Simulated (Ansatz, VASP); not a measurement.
BaTiO3, level by level in two programs

```
CELL_PARAMETERS angstrom
4.05243 0.00000 0.00000
0.00000 4.05243 0.00000
0.00000 0.00000 4.07087
ATOMIC_POSITIONS crystal
Ba 0.00000 0.00000 0.00000
Ti 0.50000 0.50000 0.49000
O 0.00000 0.50000 0.51700
O 0.50000 0.00000 0.51700
O 0.50000 0.50000 0.01900
```

Single points on this cell with VASP 6.6.1 and Ansatz 0.2.0. Each row is one pair of runs. Alike in all rows: spin: off; k mesh: 7 × 7 × 7; smearing: fermi-dirac, width 0.05 eV.

```csv
level,"VASP's potentials, cutoff","Ansatz's potentials, cutoff","gap on the k mesh at the Fermi level (eV), VASP","gap on the k mesh at the Fermi level (eV), Ansatz","least direct gap on the mesh (eV), VASP","least direct gap on the mesh (eV), Ansatz","pressure (GPa), VASP","pressure (GPa), Ansatz"
BLYP+D4,"VASP PAW PBE potentials, release 64 (Ba_sv, Ti_sv, O), 520 eV","Ansatz PAW, 420 eV",1.80,1.86,2.02,2.05,-1.9,-3.6
PBE,"VASP PAW PBE potentials, release 64 (Ba_sv, Ti_sv, O), 520 eV","JTH PAW, 1380 eV",1.78,1.80,2.01,2.02,-2.2,-2.6
revPBE+D4,"VASP PAW PBE potentials, release 64 (Ba_sv, Ti_sv, O), 520 eV","Ansatz PAW, 420 eV",1.81,1.87,2.03,2.06,-4.1,-5.7
PBE+D3(BJ),"VASP PAW PBE potentials, release 64 (Ba_sv, Ti_sv, O_h), 910 eV","Ansatz PAW, 420 eV",1.79,1.84,2.01,2.03,-,-
revPBE+D3(BJ),"VASP PAW PBE potentials, release 64 (Ba_sv, Ti_sv, O), 520 eV","Ansatz PAW, 420 eV",1.81,1.87,2.03,2.06,-5.0,-6.5
```

Gap on the k mesh at the fermi level (eV): the two programs differ by at most 0.061; least direct gap on the mesh (eV): the two programs differ by at most 0.029; pressure (GPa): the two programs differ by at most 1.7.

Neither program's run includes spin-orbit coupling. Noted on VASP's runs: the cutoff is short for stress, so the pressure is rough. Noted on Ansatz's runs: odd divisions of the mesh miss points on the zone boundary, where band edges often lie, so the gap on the mesh can be too wide; this set's barium file shifts pressures by 1.5 GPa and gaps by 0.1 eV against other sets.
